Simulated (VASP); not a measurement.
# MgI2 (P-3m1) in VASP: a series of runs

Aim: see how the results for MgI2 move with the level of theory and the settings. Levels: PBE-based screened hybrid with 10 % exact exchange, PBE-based screened hybrid with 75 % exact exchange. Tasks: single point.

All numbers are computed with VASP 6.6.1; they aren't measurements. Logs are shortened: lines on timing, memory, paths and dates and some standing lists are left out, and cuts for length are marked.

### 1 The cell of the first run

The structure is trigonal, space group P-3m1 (No. 164). The conventional cell has a = 4.157 Å, b = 4.157 Å, c = 6.873 Å, α = 90.00°, β = 90.00°, γ = 120.00°. Within 3.8 Å of Mg (site symmetry -3m) lie 6 I at 2.92 Å. Within 3.8 Å of I (site symmetry 3m) lie 3 Mg at 2.92 Å.

### 2 Single point, PBE-based screened hybrid with 10 % exact exchange

File POSCAR:

```
MgI2
1.0
    4.1572130612      0.0000000000      0.0000000000
   -2.0786065306      3.6002521199      0.0000000000
    0.0000000000      0.0000000000      6.8733253065
Mg I
1 2
Direct
    0.0000000000      0.0000000000      0.0000000000
    0.3333333333      0.6666666667      0.2426220900
    0.6666666667      0.3333333333      0.7573779100
```

File INCAR.step1:

```
SYSTEM = MgI2
PREC = Accurate
ENCUT = 520
EDIFF = 1E-5
ISMEAR = 0
SIGMA = 0.01
LREAL = .FALSE.
LASPH = .TRUE.
NELM = 60
ALGO = Normal
ISIF = 2
LWAVE = .TRUE.
GGA = PE
NBANDS = 15
```

File INCAR.step2:

```
SYSTEM = MgI2
PREC = Accurate
ENCUT = 520
EDIFF = 1E-7
ISMEAR = 0
SIGMA = 0.01
LREAL = .FALSE.
LASPH = .TRUE.
NELM = 60
ALGO = Normal
ISIF = 2
LWAVE = .FALSE.
LCHARG = .TRUE.
GGA = PE
LHFCALC = .TRUE.
AEXX = 0.1
HFSCREEN = 0.2078
PRECFOCK = Normal
LELF = .TRUE.
LVHAR = .TRUE.
ISTART = 1
NBANDS = 15
```

File KPOINTS:

```
Automatic mesh
0
G
  6 6 2
  0 0 0
```

Potentials or basis: VASP PAW PBE potentials, release 64 (Mg, I).

Started as:

```sh
> cat potpaw_PBE.64/Mg/POTCAR potpaw_PBE.64/I/POTCAR > POTCAR
> cp INCAR.step1 INCAR
> mpirun -np 1 vasp_std > vasp.out
> cp INCAR.step2 INCAR
> mpirun -np 1 vasp_std > vasp.out
```

OUTCAR:

```text
SYSTEM = MgI2
   PREC = Accurate
   ENCUT = 520
   EDIFF = 1E-7
   ISMEAR = 0
   LREAL = .FALSE.
   LASPH = .TRUE.
   NELM = 60
   ISIF = 2
   GGA = PE
   LHFCALC = .TRUE.
   AEXX = 0.1
   HFSCREEN = 0.2078
   PRECFOCK = Normal
   ISTART = 1

 ion  position               nearest neighbor table
   1  0.000  0.000  0.000-   2 2.92   3 2.92   2 2.92   3 2.92   3 2.92   2 2.92
   2  0.333  0.667  0.243-   1 2.92   1 2.92   1 2.92
   3  0.667  0.333  0.757-   1 2.92   1 2.92   1 2.92

  LATTYP: Found a hexagonal cell.
 ALAT       =     4.1572130612
 C/A-ratio  =     1.6533493004

  Lattice vectors:

 A1 = (   4.1572130612,   0.0000000000,   0.0000000000)
 A2 = (  -2.0786065306,   3.6002521199,   0.0000000000)
 A3 = (   0.0000000000,   0.0000000000,   6.8733253065)

Analysis of symmetry for initial positions (statically):
=====================================================================
 Subroutine PRICEL returns:
 Original cell was already a primitive cell.

 Routine SETGRP: Setting up the symmetry group for a
 hexagonal supercell.

 Subroutine GETGRP returns: Found 12 space group operations
 (whereof 12 operations were pure point group operations)
 out of a pool of 24 trial point group operations.

The static configuration has the point symmetry D_3d.

Analysis of symmetry for dynamics (positions and initial velocities):
=====================================================================
 Subroutine PRICEL returns:
 Original cell was already a primitive cell.

 Routine SETGRP: Setting up the symmetry group for a
 hexagonal supercell.

 Subroutine GETGRP returns: Found 12 space group operations
 (whereof 12 operations were pure point group operations)
 out of a pool of 24 trial point group operations.

The dynamic configuration has the point symmetry D_3d.

 Subroutine INISYM returns: Found 12 space group operations
 (whereof 12 operations are pure point group operations),
 and found     1 'primitive' translations

----------------------------------------------------------------------------------------

                                     Primitive cell

  volume of cell :     102.8732

  direct lattice vectors                    reciprocal lattice vectors
     4.157213061  0.000000000  0.000000000     0.240545766  0.138879163  0.000000000
[... 95 lines left out ...]
   IMIX   =      1    mixing-type and parameters
     AMIX     =   0.40;   BMIX     =  1.00
     AMIX_MAG =   1.60;   BMIX_MAG =  1.00
  volume/ion in A,a.u.               =      34.29       231.41
  Fermi-wavevector in a.u.,A,eV,Ry     =   0.880402  1.663718 10.545969  0.775107
  Thomas-Fermi vector in A             =   2.000757
   LORBIT       =      0    0 simple, 1 ext, 2 COOP (PROOUT), +10 PAW based schemes
   GGA     = PE    functional components
   LHFCALC =     T    Hartree Fock is set to
   PRECFOCK=normal    Normal, Fast or Accurate (Low or Medium for compatibility)
   ENCUT4O =  -1.0   cutoff for four orbital integrals eV
   NKREDX  =     1    reduce k-point grid by
   NKREDY  =     1    reduce k-point grid by
   NKREDZ  =     1    reduce k-point grid by
   AEXX    =    0.1000 exact exchange contribution
   HFSCREEN=    0.2078 screening length (either q_TF or 0.3 A-1)
   HFSCREENC=   0.2078 screening length for correlation (either q_TF or 0.3 A-1)
   ENCUTFOCK=  -1.0 apply spherical cutoff to Coloumb kernel
   IVDW    =     0    specifies the selected vdW correction
   LEPSILON=     F    determine dielectric tensor
   LRPA    =     F    only Hartree local field effects (RPA)
 non-spin polarized calculation
 Gauss-broadening in eV      SIGMA  =   0.01
  energy-cutoff  :      520.00
  volume of cell :      102.87
 maximum number of plane-waves:      2814
 NGX is ok and might be reduce to    32
  NGX = 24; NGY = 24; NGZ = 40

 number of electron      16.0000001 magnetization

 Free energy of the ion-electron system (eV)
  ---------------------------------------------------
  ext. energy  EPLUGINS =         0.00000000
  ---------------------------------------------------
  free energy    TOTEN  =        -8.27679046 eV

  energy without entropy =       -8.27679046  energy(sigma->0) =       -8.27679046

 E-fermi :   2.0648     XC(G=0):  -7.6688

 val. band max:        2.0234514192   @ k =   0.0000   0.0000   0.0000
 cond. band min:       5.9203062395   @ k =   0.5000  -0.0000   0.5000
 fundamental gap:      3.8968548203
 Fermi energy:         2.0648225289

 k-point     1 :       0.0000    0.0000    0.0000
  band No.  band energies     occupation
      1     -10.4738      2.00000
      2      -9.7306      2.00000
      3      -1.6265      2.00000
      4       1.5497      2.00000
      5       1.5497      2.00000
      6       1.9414      2.00000
      7       1.9414      2.00000
      8       2.0235      2.00000
      9       6.0886      0.00000
     10       7.1620      0.00000
     11       9.1331      0.00000
     12       9.1331      0.00000
     13       9.9170      0.00000
     14      10.5972      0.00000
[... 221 lines left out ...]
      2      -9.5487      2.00000
      3      -1.2387      2.00000
      4      -0.8311      2.00000
      5      -0.8311      2.00000
      6      -0.2562      2.00000
      7       1.4565      2.00000
      8       1.4565      2.00000
      9       7.2242      0.00000
     10       8.1813      0.00000
     11       8.1813      0.00000
     12       9.7739      0.00000
     13      10.7753      0.00000
     14      11.0378      0.00000
     15      11.2647      0.00000

------------------------ aborting loop because EDIFF is reached ----------------------------------------

  FORCE on cell =-STRESS in cart. coord.  units (eV):
  Direction    XX          YY          ZZ          XY          YZ          ZX
  --------------------------------------------------------------------------------------
  -------------------------------------------------------------------------------------
  Total        0.4455280      0.4455280      0.5725433     -0.0000000      0.0000000     -0.0000000
  in kB        6.9387867      6.9387867      8.9169596     -0.0000000      0.0000000     -0.0000000
  external PRESSURE =       7.5981776 kB  Pullay stress =       0.0000000 kB

 VOLUME and BASIS-vectors are now :
 -----------------------------------------------------------------------------
  energy-cutoff  :      520.00
  volume of cell :      102.87
      direct lattice vectors                 reciprocal lattice vectors
     4.157213061  0.000000000  0.000000000     0.240545766  0.138879163  0.000000000
    -2.078606531  3.600252120  0.000000000     0.000000000  0.277758325  0.000000000
     0.000000000  0.000000000  6.873325306     0.000000000  0.000000000  0.145489986

 POSITION                                       TOTAL-FORCE (eV/Angst)
 -----------------------------------------------------------------------------------
      0.00000      0.00000      0.00000         0.000000      0.000000      0.000000
     -0.00000      2.40017      1.66762         0.000000     -0.000000     -0.051525
      2.07861      1.20008      5.20570        -0.000000      0.000000      0.051525
 -----------------------------------------------------------------------------------
    total drift:                               -0.000000      0.000000     -0.000104

  FREE ENERGIE OF THE ION-ELECTRON SYSTEM (eV)
  ---------------------------------------------------
  free  energy   TOTEN  =        -8.2767904580 eV

  energy  without entropy=       -8.2767904580  energy(sigma->0) =       -8.27679046
```

OUTCAR.step1:

```text
SYSTEM = MgI2
   PREC = Accurate
   ENCUT = 520
   EDIFF = 1E-5
   ISMEAR = 0
   LREAL = .FALSE.
   LASPH = .TRUE.
   NELM = 60
[... 464 lines left out ...]
      0.00000      0.00000      0.00000         0.000000      0.000000      0.000000
     -0.00000      2.40017      1.66762        -0.000000      0.000000      0.000978
      2.07861      1.20008      5.20570         0.000000     -0.000000     -0.000978
 -----------------------------------------------------------------------------------
    total drift:                                0.000000     -0.000000      0.000000

  FREE ENERGIE OF THE ION-ELECTRON SYSTEM (eV)
  ---------------------------------------------------
  free  energy   TOTEN  =        -7.6979857798 eV

  energy  without entropy=       -7.6979857798  energy(sigma->0) =       -7.69798578
```

It took 23 min on 1 thread of Intel Xeon Platinum 8259CL at 2.50GHz (Skylake/Cascade Lake), shared host; peak memory 0.36 GiB.

Results:

| Property | Result |
| --- | --- |
| Free energy | -8.2768 eV |
| Pressure | 0.8 GPa |
| Largest force | 0.052 eV/Å |
| Band gap on the k mesh | 3.90 eV (least direct gap 4.07 eV) |

Forces on the atoms (eV/Å):
```
Mg   0.000  0.000  0.000
I    0.000  0.000 -0.052
I    0.000  0.000  0.052
```

Stress tensor (GPa, compression positive):
```
0.69 0.00 0.00
0.00 0.69 0.00
0.00 0.00 0.89
```

Caveat: the k points lie up to 0.46 Å⁻¹ apart; the PAW data sets were made with another functional, which shifts forces and pressure a little; spin-orbit coupling is left out, which moves the levels of the heavy elements. A k mesh can miss the band edges.

### 3 Single point, PBE-based screened hybrid with 75 % exact exchange

POSCAR is that of step 2.

File INCAR.step1:

```
ALGO = Normal ; EDIFF = 1E-5
ENCUT = 520 ; GGA = PE
ISIF = 2 ; ISMEAR = 0
LASPH = T ; LCHARG = F
LREAL = F ; LWAVE = T
NBANDS = 15 ; NELM = 100
PREC = Accurate ; SIGMA = 0.01
```

File INCAR.step2:

```
AEXX = 0.75 ; ALGO = Normal
EDIFF = 1E-6 ; ENCUT = 520
GGA = PE ; HFSCREEN = 0.2078
ISIF = 2 ; ISMEAR = 0
ISTART = 1 ; LASPH = T
LCHARG = F ; LHFCALC = T
LREAL = F ; LWAVE = F
NBANDS = 15 ; NELM = 100
PREC = Accurate ; PRECFOCK = Normal
SIGMA = 0.01
```

File KPOINTS:

```
k-points
0
Gamma
  6 6 2
```

Potentials or basis: VASP PAW PBE potentials, release 64 (Mg, I).

Started as:

```sh
> cat potpaw_PBE.64/Mg/POTCAR potpaw_PBE.64/I/POTCAR > POTCAR
> cp INCAR.step1 INCAR
> mpirun -np 1 vasp_std > vasp.out
> cp INCAR.step2 INCAR
> mpirun -np 1 vasp_std > vasp.out
```

OUTCAR:

```text
AEXX = 0.75
   EDIFF = 1E-6
   ENCUT = 520
   GGA = PE
   HFSCREEN = 0.2078
   ISIF = 2
   ISMEAR = 0
   ISTART = 1
   LASPH = T
   LHFCALC = T
   LREAL = F
   NELM = 100
   PREC = Accurate
   PRECFOCK = Normal

 ion  position               nearest neighbor table
   1  0.000  0.000  0.000-   2 2.92   3 2.92   2 2.92   3 2.92   3 2.92   2 2.92
   2  0.333  0.667  0.243-   1 2.92   1 2.92   1 2.92
   3  0.667  0.333  0.757-   1 2.92   1 2.92   1 2.92

  LATTYP: Found a hexagonal cell.
 ALAT       =     4.1572130612
 C/A-ratio  =     1.6533493004

  Lattice vectors:

 A1 = (   4.1572130612,   0.0000000000,   0.0000000000)
 A2 = (  -2.0786065306,   3.6002521199,   0.0000000000)
 A3 = (   0.0000000000,   0.0000000000,   6.8733253065)

Analysis of symmetry for initial positions (statically):
=====================================================================
 Subroutine PRICEL returns:
 Original cell was already a primitive cell.

 Routine SETGRP: Setting up the symmetry group for a
 hexagonal supercell.

 Subroutine GETGRP returns: Found 12 space group operations
 (whereof 12 operations were pure point group operations)
 out of a pool of 24 trial point group operations.

The static configuration has the point symmetry D_3d.

Analysis of symmetry for dynamics (positions and initial velocities):
=====================================================================
 Subroutine PRICEL returns:
 Original cell was already a primitive cell.

 Routine SETGRP: Setting up the symmetry group for a
 hexagonal supercell.

 Subroutine GETGRP returns: Found 12 space group operations
 (whereof 12 operations were pure point group operations)
 out of a pool of 24 trial point group operations.

The dynamic configuration has the point symmetry D_3d.

 Subroutine INISYM returns: Found 12 space group operations
[... 123 lines left out ...]
   ENCUTFOCK=  -1.0 apply spherical cutoff to Coloumb kernel
   IVDW    =     0    specifies the selected vdW correction
   LEPSILON=     F    determine dielectric tensor
   LRPA    =     F    only Hartree local field effects (RPA)
 non-spin polarized calculation
 Gauss-broadening in eV      SIGMA  =   0.01
  energy-cutoff  :      520.00
  volume of cell :      102.87
 maximum number of plane-waves:      2814
 NGX is ok and might be reduce to    32
  NGX = 24; NGY = 24; NGZ = 40

 number of electron      16.0000001 magnetization

 Free energy of the ion-electron system (eV)
  ---------------------------------------------------
  ext. energy  EPLUGINS =         0.00000000
  ---------------------------------------------------
  free energy    TOTEN  =       -12.61360886 eV

  energy without entropy =      -12.61360886  energy(sigma->0) =      -12.61360886

 E-fermi :   0.2266     XC(G=0):  -4.2315

 val. band max:        0.1693665107   @ k =   0.0000   0.0000   0.0000
 cond. band min:       6.6772432307   @ k =   0.5000  -0.0000   0.5000
 fundamental gap:      6.5078767201
 Fermi energy:         0.2265793927

 k-point     1 :       0.0000    0.0000    0.0000
  band No.  band energies     occupation
      1     -14.9596      2.00000
      2     -13.9916      2.00000
      3      -4.1314      2.00000
      4      -0.3687      2.00000
      5      -0.3687      2.00000
      6       0.0961      2.00000
      7       0.0961      2.00000
      8       0.1694      2.00000
      9       6.9799      0.00000
     10       7.9287      0.00000
     11      10.1912      0.00000
     12      10.1912      0.00000
     13      10.9222      0.00000
     14      11.6816      0.00000
[... 221 lines left out ...]
      2     -13.7533      2.00000
      3      -3.6061      2.00000
      4      -3.1933      2.00000
      5      -3.1933      2.00000
      6      -2.4920      2.00000
      7      -0.4971      2.00000
      8      -0.4971      2.00000
      9       8.2041      0.00000
     10       9.0210      0.00000
     11       9.0210      0.00000
     12      10.6590      0.00000
     13      11.9941      0.00000
     14      12.1995      0.00000
     15      12.3867      0.00000

------------------------ aborting loop because EDIFF is reached ----------------------------------------

  FORCE on cell =-STRESS in cart. coord.  units (eV):
  Direction    XX          YY          ZZ          XY          YZ          ZX
  --------------------------------------------------------------------------------------
  -------------------------------------------------------------------------------------
  Total       -0.7852443     -0.7852443     -0.7359802      0.0000000      0.0000000      0.0000000
  in kB      -12.2296286    -12.2296286    -11.4623755      0.0000000      0.0000000      0.0000000
  external PRESSURE =     -11.9738776 kB  Pullay stress =       0.0000000 kB

 VOLUME and BASIS-vectors are now :
 -----------------------------------------------------------------------------
  energy-cutoff  :      520.00
  volume of cell :      102.87
      direct lattice vectors                 reciprocal lattice vectors
     4.157213061  0.000000000  0.000000000     0.240545766  0.138879163  0.000000000
    -2.078606531  3.600252120  0.000000000     0.000000000  0.277758325  0.000000000
     0.000000000  0.000000000  6.873325306     0.000000000  0.000000000  0.145489986

 POSITION                                       TOTAL-FORCE (eV/Angst)
 -----------------------------------------------------------------------------------
      0.00000      0.00000      0.00000        -0.000000      0.000000      0.000000
     -0.00000      2.40017      1.66762         0.000000     -0.000000     -0.360504
      2.07861      1.20008      5.20570        -0.000000      0.000000      0.360504
 -----------------------------------------------------------------------------------
    total drift:                                0.000000      0.000000      0.000104

  FREE ENERGIE OF THE ION-ELECTRON SYSTEM (eV)
  ---------------------------------------------------
  free  energy   TOTEN  =       -12.6136088612 eV

  energy  without entropy=      -12.6136088612  energy(sigma->0) =      -12.61360886
```

OUTCAR.step1:

```text
EDIFF = 1E-5
   ENCUT = 520
   GGA = PE
   ISIF = 2
[... 467 lines left out ...]
      0.00000      0.00000      0.00000         0.000000      0.000000      0.000000
     -0.00000      2.40017      1.66762        -0.000000      0.000000      0.000978
      2.07861      1.20008      5.20570         0.000000     -0.000000     -0.000978
 -----------------------------------------------------------------------------------
    total drift:                                0.000000     -0.000000      0.000000

  FREE ENERGIE OF THE ION-ELECTRON SYSTEM (eV)
  ---------------------------------------------------
  free  energy   TOTEN  =        -7.6979857798 eV

  energy  without entropy=       -7.6979857798  energy(sigma->0) =       -7.69798578
```

OSZICAR.step1:

```text
N       E                     dE             d eps       ncg     rms          rms(c)
DAV:   1     0.740938951270E+02    0.74094E+02   -0.58265E+03   420   0.846E+02
DAV:   2    -0.226545868390E+01   -0.76359E+02   -0.70654E+02   608   0.131E+02
DAV:   3    -0.775129306466E+01   -0.54858E+01   -0.54679E+01   553   0.401E+01
DAV:   4    -0.784832929553E+01   -0.97036E-01   -0.97031E-01   624   0.648E+00
DAV:   5    -0.784991942473E+01   -0.15901E-02   -0.15901E-02   561   0.772E-01    0.400E+00
DAV:   6    -0.772342955966E+01    0.12649E+00   -0.11113E-01   504   0.171E+00    0.272E+00
DAV:   7    -0.769960370369E+01    0.23826E-01   -0.12037E-01   511   0.173E+00    0.748E-01
DAV:   8    -0.769784718635E+01    0.17565E-02   -0.76325E-03   497   0.499E-01    0.265E-01
DAV:   9    -0.769799345224E+01   -0.14627E-03   -0.10071E-03   574   0.188E-01    0.925E-02
DAV:  10    -0.769798008341E+01    0.13369E-04   -0.34311E-05   532   0.407E-02    0.361E-02
DAV:  11    -0.769798577981E+01   -0.56964E-05   -0.13032E-05   470   0.232E-02
   1 F= -.76979858E+01 E0= -.76979858E+01  d E =-.341380E-16
```

Wall time 22 min (1 thread of Intel Xeon Platinum 8259CL at 2.50GHz (Skylake/Cascade Lake), shared host); peak memory 0.36 GiB.

Results:

| Item | Value |
| --- | --- |
| Free energy | -12.6136 eV |
| Pressure | -1.2 GPa |
| Largest force | 0.361 eV/Å |
| Band gap on the k mesh | 6.51 eV (least direct gap 6.81 eV) |

Forces in eV/Å, atoms in the order of the input:
```
Mg   0.000  0.000  0.000
I    0.000  0.000 -0.361
I    0.000  0.000  0.361
```

Stress tensor (GPa, compression positive):
```
-1.22  0.00  0.00
 0.00 -1.22  0.00
 0.00  0.00 -1.15
```

Caveat: the k points lie up to 0.46 Å⁻¹ apart; the PAW data sets were made with another functional, which shifts forces and pressure a little; spin-orbit coupling is left out, which moves the levels of the heavy elements. A k mesh can miss the band edges.
